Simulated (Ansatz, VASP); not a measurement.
## One calculation of K2Ir, two programs

The input INCAR:

```
PREC     = Accurate       # precision mode
ENCUT    = 520            # plane-wave cutoff, eV
EDIFF    = 1E-7           # SCF threshold, eV
ISMEAR   = -1             # smearing method
SIGMA    = 0.05           # smearing width, eV
LREAL    = False          # projectors in reciprocal space
LASPH    = True           # aspherical terms in the spheres
NELM     = 80             # most SCF steps
ALGO     = Normal         # electronic algorithm
ISIF     = 2              # what is computed and relaxed
LWAVE    = False          # write WAVECAR
LCHARG   = True           # write CHGCAR
GGA      = PS             # functional
LELF     = True           # ELF
LVHAR    = True         
NBANDS   = 20             # bands
```

KPOINTS

```
Automatic mesh
0
Gamma
  8 8 8
```

The input POSCAR:

```
K2Ir
1.0
    0.0000000000      3.5198199043      3.5198199043
    3.5198199043      0.0000000000      3.5198199043
    3.5198199043      3.5198199043      0.0000000000
Ir K
1 2
Direct
    0.0000000000      0.0000000000      0.0000000000
    0.2500000000      0.2500000000      0.2500000000
    0.7500000000      0.7500000000      0.7500000000
```

Input for Ansatz:

```yaml
crystal:
  lattice:
    - [0.0, 3.5198199043, 3.5198199043]
    - [3.5198199043, 0.0, 3.5198199043]
    - [3.5198199043, 3.5198199043, 0.0]
  atoms:
    - { symbol: Ir, position: [0.0, 0.0, 0.0] }
    - { symbol: K, position: [0.25, 0.25, 0.25] }
    - { symbol: K, position: [0.75, 0.75, 0.75] }
kpoints:
  mp_grid: { grid: [8, 8, 8] }
  band_path:
    path:
      - [0.0, 0.0, 0.0]
      - [0.5, 0.0, 0.5]
      - [0.625, 0.25, 0.625]
      - [0.375, 0.375, 0.75]
      - [0.0, 0.0, 0.0]
      - [0.5, 0.5, 0.5]
      - [0.5, 0.25, 0.75]
      - [0.5, 0.0, 0.5]
    npoints: 8
scf:
  occupations: { method: fermi_dirac, width: 0.05 }
hamiltonian:
  xc: pbesol
  pseudopotentials: { kind: all_electron, lapw: { basis_error: 0.0005 } }
output:
  forces: true
  stress: true
  eigenvalues: true
  populations: true
```

Change from the starting cell: volume scaled by 0.8, LAPW.

Alike in both runs: task single point; functional PBEsol; k mesh 8 × 8 × 8; occupations fermi-dirac, width 0.05 eV; no spin polarisation.

|  | VASP | Ansatz |
| --- | --- | --- |
| version | VASP 6.6.1 | Ansatz 0.2.0 |
| potentials or method | VASP PAW PBE potentials, release 64 (Ir, K_sv), cutoff 520 eV | all-electron LAPW, scalar-relativistic |

Ansatz gave:

| Quantity | Value |
| --- | --- |
| pressure (GPa) | 5.3 |

Task: What did VASP give for the same quantities?

Result: Pressure (GPa): 5.4.

VASP's potentials were made for PBE, not for PBEsol. Ansatz ran all-electron here, and VASP with PAW potentials.

Spin-orbit coupling is off throughout.
